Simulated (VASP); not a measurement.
# ZnO (Fm-3m) in VASP: single point with r2SCAN

Aim: the single point of ZnO with r2SCAN.

Everything below comes from runs of VASP 6.6.1. Logs are shortened: lines on timing, memory, paths and dates and some standing lists are left out, and cuts for length are marked.

### 1 The cell of the first run

Symmetry: Fm-3m, No. 225, cubic system. The conventional cell has a = 4.400 Å, b = 4.400 Å, c = 4.400 Å, α = 90.00°, β = 90.00°, γ = 90.00°. Within 2.9 Å of Zn (site symmetry m-3m) lie 6 O at 2.20 Å. Within 2.9 Å of O (site symmetry m-3m) lie 6 Zn at 2.20 Å.

### 2 Single point, r2SCAN (strained)

Input file POSCAR:

```
ZnO
1.0
    0.0000000000      2.1999660489      2.1999660489
    2.1999660489      0.0000000000      2.1999660489
    2.1999660489      2.1999660489      0.0000000000
Zn O
1 1
Direct
    0.0000000000      0.0000000000      0.0000000000
    0.5000000000      0.5000000000      0.5000000000
```

Input file INCAR.step1:

```
SYSTEM = ZnO
PREC = Accurate
ENCUT = 910
ISMEAR = 0
SIGMA = 0.05
LREAL = .FALSE.
LASPH = .TRUE.
NELM = 120
NBANDS = 16
GGA = PE
ALGO = Normal
EDIFF = 1E-5
LWAVE = .TRUE.
LCHARG = .FALSE.
GGA_COMPAT = .FALSE.
```

Input file INCAR.step2:

```
SYSTEM = ZnO
PREC = Accurate
ENCUT = 910
EDIFF = 1E-6
ISMEAR = 0
SIGMA = 0.05
LREAL = .FALSE.
LASPH = .TRUE.
NELM = 120
ALGO = Normal
ISIF = 2
LWAVE = .FALSE.
LCHARG = .TRUE.
METAGGA = R2SCAN
LMIXTAU = .TRUE.
LELF = .TRUE.
LVHAR = .TRUE.
NBANDS = 16
ISTART = 1
GGA_COMPAT = .FALSE.
```

Input file KPOINTS:

```
regular mesh
0
G
  14 14 14
  0 0 0
```

Potentials or basis: VASP PAW PBE potentials, release 64 (Zn, O_h).

Started as:

```
> cat potpaw_PBE.64/Zn/POTCAR potpaw_PBE.64/O_h/POTCAR > POTCAR
> cp INCAR.step1 INCAR
> mpirun -np 1 vasp_std > vasp.out
> cp INCAR.step2 INCAR
> mpirun -np 1 vasp_std > vasp.out
```

OUTCAR:

```text
SYSTEM = ZnO
   PREC = Accurate
   ENCUT = 910
   EDIFF = 1E-6
   ISMEAR = 0
   LREAL = .FALSE.
   LASPH = .TRUE.
   NELM = 120
   ISIF = 2
   METAGGA = R2SCAN
   ISTART = 1

 ion  position               nearest neighbor table
   1  0.000  0.000  0.000-   2 2.20   2 2.20   2 2.20   2 2.20   2 2.20   2 2.20
   2  0.500  0.500  0.500-   1 2.20   1 2.20   1 2.20   1 2.20   1 2.20   1 2.20

  LATTYP: Found a face centered cubic cell.
 ALAT       =     4.3999320978

  Lattice vectors:

 A1 = (   0.0000000000,   2.1999660489,   2.1999660489)
 A2 = (   2.1999660489,   0.0000000000,   2.1999660489)
 A3 = (   2.1999660489,   2.1999660489,   0.0000000000)

Analysis of symmetry for initial positions (statically):
=====================================================================
 Subroutine PRICEL returns:
 Original cell was already a primitive cell.

 Routine SETGRP: Setting up the symmetry group for a
 face centered cubic supercell.

 Subroutine GETGRP returns: Found 48 space group operations
 (whereof 48 operations were pure point group operations)
 out of a pool of 48 trial point group operations.

The static configuration has the point symmetry O_h .

Analysis of symmetry for dynamics (positions and initial velocities):
=====================================================================
 Subroutine PRICEL returns:
 Original cell was already a primitive cell.

 Routine SETGRP: Setting up the symmetry group for a
 face centered cubic supercell.

 Subroutine GETGRP returns: Found 48 space group operations
 (whereof 48 operations were pure point group operations)
 out of a pool of 48 trial point group operations.

The dynamic configuration has the point symmetry O_h .

 Subroutine INISYM returns: Found 48 space group operations
 (whereof 48 operations are pure point group operations),
 and found     1 'primitive' translations

----------------------------------------------------------------------------------------

                                     Primitive cell

  volume of cell :      21.2950

  direct lattice vectors                    reciprocal lattice vectors
     0.000000000  2.199966049  2.199966049    -0.227276235  0.227276235  0.227276235
     2.199966049  0.000000000  2.199966049     0.227276235 -0.227276235  0.227276235
     2.199966049  2.199966049  0.000000000     0.227276235  0.227276235 -0.227276235

[... 75 lines left out ...]
   ISTART =      1    job   : 0-new  1-cont  2-samecut
   ICHARG =      0    charge: 1-file 2-atom 10-const
   ISPIN  =      1    spin polarized calculation?
   LNONCOLLINEAR =      F non collinear calculations
   LSORBIT =      F    spin-orbit coupling
   LASPH  =      T    aspherical Exc in radial PAW
   ENCUT  =  910.0 eV  66.88 Ry    8.18 a.u.   7.65  7.65  7.65*2*pi/ulx,y,z
   NELM   =    120;   NELMIN=  2; NELMDL=  0     # of ELM steps
   EDIFF  = 0.1E-05   stopping-criterion for ELM
   LREAL  =      F    real-space projection
   EDIFFG = 0.1E-04   stopping-criterion for IOM
   NSW    =      0    number of steps for IOM
   IBRION =     -1    ionic relax: 0-MD 1-quasi-New 2-CG
   NFREE  =      0    steps in history (QN), initial steepest desc. (CG)
   ISIF   =      2    stress and relaxation
   ISYM   =      2    0-nonsym 1-usesym 2-fastsym
   POTIM  = 0.5000    time-step for ionic-motion
   TEBEG  =    0.0;   TEEND  =   0.0 temperature during run
   PSTRESS=    0.0 pullay stress
   NELECT =      18.0000    total number of electrons
   NUPDOWN=      -1.0000    fix difference up-down
   EMIN   =  10.00;   EMAX   =-10.00  energy-range for DOS
   EFERMI =   0.00;   METHOD = LEGACY
   ISMEAR =     0;   SIGMA  =   0.05  broadening in eV -4-tet -1-fermi 0-gaus
   EFERMI_NEDOS =   21; number of points for ismear=-14 and -15
   IALGO  =     38    algorithm
   IMIX   =      4    mixing-type and parameters
     AMIX     =   0.40;   BMIX     =  1.00
     AMIX_MAG =   1.60;   BMIX_MAG =  1.00
  volume/ion in A,a.u.               =      10.65        71.85
  Fermi-wavevector in a.u.,A,eV,Ry     =   1.547889  2.925085 32.599001  2.395959
  Thomas-Fermi vector in A             =   2.652917
   LORBIT       =      0    0 simple, 1 ext, 2 COOP (PROOUT), +10 PAW based schemes
   METAGGA = R2SCAN    functional components
   LHFCALC =     F    Hartree Fock is set to
   AEXX    =    0.0000 exact exchange contribution
   IVDW    =     0    specifies the selected vdW correction
   LEPSILON=     F    determine dielectric tensor
   LRPA    =     F    only Hartree local field effects (RPA)
 non-spin polarized calculation
 Gauss-broadening in eV      SIGMA  =   0.05
  energy-cutoff  :      910.00
  volume of cell :       21.30
 maximum number of plane-waves:      1363
   NGX = 15   NGY = 15   NGZ = 15

 number of electron      17.9999999 magnetization

 Free energy of the ion-electron system (eV)
  ---------------------------------------------------
  ext. energy  EPLUGINS =         0.00000000
  ---------------------------------------------------
  free energy    TOTEN  =       -17.88248987 eV

  energy without entropy =      -17.88248987  energy(sigma->0) =      -17.88248987

 E-fermi :   2.1850     XC(G=0): -12.5615

 val. band max:        1.9041308897   @ k =   0.5000   0.0000   0.0000
 cond. band min:       3.0270841298   @ k =   0.0000   0.0000   0.0000
 fundamental gap:      1.1229532401
 Fermi energy:         2.1849930127

 k-point     1 :       0.0000    0.0000    0.0000
  band No.  band energies     occupation
      1     -16.8962      2.00000
      2      -2.9007      2.00000
      3      -2.9007      2.00000
      4      -2.9007      2.00000
      5      -2.7443      2.00000
      6      -2.7443      2.00000
[... 433 lines left out ...]
      3      -3.1749      2.00000
      4      -3.0643      2.00000
      5      -2.8055      2.00000
      6      -2.6447      2.00000
[... 8 lines left out ...]
     15      24.8808      0.00000
     16      25.9410      0.00000

 [... further k-points ...]
[... 5 lines left out ...]
  --------------------------------------------------------------------------------------
  -------------------------------------------------------------------------------------
  Total       -1.8223061     -1.8223061     -1.8223061      0.0000000      0.0000000     -0.0000000
  in kB     -137.1052163   -137.1052163   -137.1052163      0.0000000      0.0000000     -0.0000000
  external PRESSURE =    -137.1052163 kB  Pullay stress =       0.0000000 kB

 VOLUME and BASIS-vectors are now :
 -----------------------------------------------------------------------------
  energy-cutoff  :      910.00
  volume of cell :       21.30
      direct lattice vectors                 reciprocal lattice vectors
     0.000000000  2.199966049  2.199966049    -0.227276235  0.227276235  0.227276235
     2.199966049  0.000000000  2.199966049     0.227276235 -0.227276235  0.227276235
     2.199966049  2.199966049  0.000000000     0.227276235  0.227276235 -0.227276235

 POSITION                                       TOTAL-FORCE (eV/Angst)
 -----------------------------------------------------------------------------------
      0.00000      0.00000      0.00000         0.000000      0.000000      0.000000
      2.19997      2.19997      2.19997        -0.000000     -0.000000     -0.000000
 -----------------------------------------------------------------------------------
    total drift:                                0.000000     -0.000000     -0.000000

  FREE ENERGIE OF THE ION-ELECTRON SYSTEM (eV)
  ---------------------------------------------------
  free  energy   TOTEN  =       -17.8824898681 eV

  energy  without entropy=      -17.8824898681  energy(sigma->0) =      -17.88248987
```

OSZICAR.step1:

```text
N       E                     dE             d eps       ncg     rms          rms(c)
DAV:   1     0.141528111277E+03    0.14153E+03   -0.13287E+04  3368   0.247E+03
DAV:   2     0.177396930315E+01   -0.13975E+03   -0.12470E+03  3936   0.410E+02
DAV:   3    -0.100033191162E+02   -0.11777E+02   -0.11623E+02  3624   0.104E+02
DAV:   4    -0.101254364898E+02   -0.12212E+00   -0.12205E+00  4264   0.111E+01
DAV:   5    -0.101258395005E+02   -0.40301E-03   -0.40301E-03  3680   0.667E-01    0.872E+00
DAV:   6    -0.866710773665E+01    0.14587E+01   -0.30492E+00  5272   0.525E+01    0.569E+00
DAV:   7    -0.863806703034E+01    0.29041E-01   -0.44180E-01  3984   0.116E+01    0.307E+00
DAV:   8    -0.862335310518E+01    0.14714E-01   -0.96060E-02  3488   0.320E+00    0.479E-01
DAV:   9    -0.862128482168E+01    0.20683E-02   -0.53037E-03  5232   0.104E+00    0.126E-01
DAV:  10    -0.862137515898E+01   -0.90337E-04   -0.13698E-03  3448   0.324E-01    0.665E-02
DAV:  11    -0.862139384108E+01   -0.18682E-04   -0.45826E-05  4016   0.966E-02    0.152E-02
DAV:  12    -0.862139299833E+01    0.84275E-06   -0.35003E-06  1800   0.293E-02
   1 F= -.86213930E+01 E0= -.86213930E+01  d E =-.351943E-15
```

Wall time 90 s (1 thread of Intel Xeon 6975P-C (Granite Rapids), shared host); peak memory 0.24 GiB.

Results:

| Item | Value |
| --- | --- |
| Free energy | -17.8825 eV |
| Pressure | -13.7 GPa |
| Band gap on the k mesh | 1.12 eV (least direct gap 2.22 eV) |

Levels at points of the mesh, in eV from the valence-band top:
```tsv
k point	band 6	band 7	band 8	band 9	band 10	band 11	band 12	band 13
(0.00, 0.00, 0.00)	-4.65	-1.10	-1.10	-1.10	1.12	18.28	18.28	18.28
(0.50, 0.00, 0.00)	-4.47	-3.59	0.00	0.00	6.03	9.21	13.28	13.28
(0.50, 0.50, 0.00)	-4.38	-4.17	-2.40	-2.40	4.60	11.09	11.76	15.68
```

Caveat: the cell differs from its parent crystal (strained); the cutoff is under 1.25 times the usual one of these potentials, so pressure, stress and relaxed cells hold a basis-set (Pulay) error; the cell stands under tension; the PAW data sets were made with another functional, which shifts forces and pressure a little. A k mesh can miss the band edges.
